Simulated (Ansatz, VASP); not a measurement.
Ru in VASP and in Ansatz

The input INCAR:

```
PREC = Accurate
ENCUT = 600
EDIFF = 1E-7
ISMEAR = -1
SIGMA = 0.15
LREAL = F
LASPH = T
NELM = 60
ALGO = Normal
ISIF = 3
LWAVE = F
LCHARG = F
GGA = PE
IBRION = 2
NSW = 80
EDIFFG = -0.001
```

Contents of KPOINTS:

```
Automatic mesh
0
Gamma
  15 15 8
```

POSCAR

```
Ru
1.0
    2.7200332038      0.0000000000      0.0000000000
   -1.3600166019      2.3556178536      0.0000000000
    0.0000000000      0.0000000000      4.2956611061
Ru
2
Direct
    0.3333333333      0.6666666667      0.2500000000
    0.6666666667      0.3333333333      0.7500000000
```

Input for Ansatz:

```yaml
crystal:
  lattice:
    - [2.7200332038, 0.0, 0.0]
    - [-1.3600166019, 2.3556178536, 0.0]
    - [0.0, 0.0, 4.2956611061]
  atoms:
    - { symbol: Ru, position: [0.3333333333, 0.6666666667, 0.25] }
    - { symbol: Ru, position: [0.6666666667, 0.3333333333, 0.75] }
basis:
  ecutwfc: 420
kpoints:
  mp_grid: { grid: [15, 15, 8] }
hamiltonian:
  xc: pbe
  pseudopotentials: { kind: paw, azcp: { folder: soft_1 } }
scf:
  occupations: { method: fermi_dirac, width: 0.15 }
output:
  forces: true
  stress: true
  eigenvalues: true
relax:
  adjacent_minimum: "off"
  f_tol: 0.001
  max_steps: 60
  cell: { stress_tol: 0.01 }
```

Alike in both runs: task relaxation of cell and atoms; functional PBE; k mesh 15 × 15 × 8; occupations fermi-dirac, width 0.15 eV; no spin polarisation.

|  | VASP | Ansatz |
| --- | --- | --- |
| version | VASP 6.6.1 | Ansatz 0.2.0 |
| potentials or method | VASP PAW PBE potentials, release 64 (Ru_pv), cutoff 600 eV | scalar-relativistic, plane waves, PAW |
| valence electrons in the cell | 28 | 32 |

VASP gave:

| Property | Result |
| --- | --- |
| gap on the k mesh at the Fermi level, each at its own relaxed structure (eV) | none |
| relaxed volume (Å³/atom) | 13.78 |
| relaxed cell length with the largest relative difference (Å) | 2.722 |

Task: Which values does Ansatz return?

Result: gap on the k mesh at the Fermi level, each at its own relaxed structure (eV): none; relaxed volume (Å³/atom): 13.79; relaxed cell length with the largest relative difference (Å): 2.722.

A gap of «none» marks a metal or a gap that the smearing closes. VASP's potentials hold 28 valence electrons a cell and Ansatz's 32, so a difference there can come from the potentials and not from the codes.
